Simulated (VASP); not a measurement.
Si2W (fluorite type):

```
W Si
1.0
     0.00000    2.93291    2.93291
     2.93291    0.00000    2.93291
     2.93291    2.93291    0.00000
W Si
1 2
Direct
  0.00000 0.00000 0.00000
  0.25000 0.25000 0.25000
  0.75000 0.75000 0.75000
```

| Property | Result |
| --- | --- |
| Program | VASP 6.6.1 |
| Task | relaxation of cell and atoms |
| Functional | PBE |
| Potentials or basis | VASP PAW PBE potentials, release 64 (W_sv, Si) |
| Cutoff | 600 eV |
| k mesh | 9 × 9 × 9 |
| Occupations | fermi-dirac, width 0.08 eV |
| Spin | no spin polarisation |

At the start: pressure 2.4 GPa; volume 16.82 Å³/atom.

Question: Where does the relaxation end?

Answer: Over 3 steps the energy falls by 2.1 meV/atom and the volume is 17.11 Å³/atom (+1.7 %); space group Fm-3m (No. 225, to 0.05 Å).

Step by step:
| step | energy change (eV) | largest force (eV/Å) | pressure (GPa) | volume (Å³) |
| --- | --- | --- | --- | --- |
| 1 | 0.0000 | 0.0000 | 2.37 | 50.46 |
| 2 | 0.0013 | 0.0000 | -2.49 | 52.30 |
| 3 | -0.0063 | 0.0000 | 0.00 | 51.33 |

Final structure:
```xyz
3
Lattice="0.0000 2.9497 2.9497 2.9497 0.0000 2.9497 2.9497 2.9497 0.0000" Properties=species:S:1:pos:R:3 pbc="T T T"
W     0.0000    0.0000    0.0000
Si    1.4748    1.4748    1.4748
Si    4.4245    4.4245    4.4245
```
